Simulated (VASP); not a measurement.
Y: single point with PBE

Y:

```
Y
1.0
     3.65150    0.00000    0.00000
    -1.82575    3.16229    0.00000
     0.00000    0.00000    5.74740
Y
2
Cartesian
  0.0000 2.1082 1.4368
  1.8257 1.0541 4.3106
```

* Program: VASP 6.6.1
* Task: single point
* Functional: PBE
* Potentials or basis: VASP PAW PBE potentials, release 64 (Y_sv)
* Cutoff: 520 eV
* k mesh: 18 × 18 × 10
* Occupations: gaussian, width 0.15 eV
* Spin: no spin polarisation

```
Pressure               : -0.5 GPa
Band gap on the k mesh : zero (bands 11 and 12 overlap by 1.40 eV)
```

Stress tensor (GPa, compression positive):
```
-0.24  0.00  0.00
 0.00 -0.24  0.00
 0.00  0.00 -0.91
```

Levels at points of the mesh, in eV from the Fermi level:
```tsv
k point	band 7	band 8	band 9	band 10	band 11	band 12	band 13	band 14	band 15	band 16
(0.00, 0.00, 0.00)	-22.43	-22.40	-4.67	-1.85	0.84	1.75	1.75	2.02	2.34	2.34
(0.50, 0.00, 0.00)	-22.55	-22.49	-1.67	-1.16	-0.80	-0.11	1.37	1.48	2.03	4.98
(0.00, 0.00, 0.50)	-22.47	-22.47	-3.25	-3.25	0.93	0.93	1.67	1.67	1.67	1.67
(0.50, 0.00, 0.50)	-22.55	-22.55	-1.63	-1.63	0.07	0.07	1.36	1.36	2.76	2.76
```

It took 9.7 min on 1 thread of Intel Xeon 8259CL (shared host), peak memory 0.39 GiB.
